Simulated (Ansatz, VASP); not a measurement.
# Two plane-wave programs on LiW6S

```
Li W S
1.0
     0.00000    3.95200    3.95200
     3.95200    0.00000    3.95200
     3.95200    3.95200    0.00000
Li W S
1 6 1
Direct
  0.00000 0.00000 0.00000
  0.50000 0.00000 0.00000
  0.00000 0.50000 0.50000
  0.00000 0.50000 0.00000
  0.50000 0.00000 0.50000
  0.00000 0.00000 0.50000
  0.50000 0.50000 0.00000
  0.50000 0.50000 0.50000
```

Change from the starting cell: species swapped into the MnCuPt6 type (Fm-3m, No. 225).

Alike in both runs: functional PBE; k mesh 4 × 4 × 4; occupations gaussian, width 0.1 eV; no spin polarisation.

Ansatz relaxed the structure, and its values are those at the end. VASP's run is a single point on that final structure, the one shown.

```csv
,VASP,Ansatz
version,VASP 6.6.1,Ansatz 0.2.0
potentials or method,"VASP PAW PBE potentials, release 64 (Li_sv, W_sv, S), cutoff 750 eV","scalar-relativistic, plane waves, PAW"
valence electrons in the cell,93,93
```

```tsv
	VASP	Ansatz	Ansatz less VASP
gap on the k mesh at the Fermi level (eV)	none	none	-
pressure (GPa)	0.3	-0.1	-0.43
```

A gap of «none» marks a metal or a gap that the smearing closes.

Neither program's run includes spin-orbit coupling.
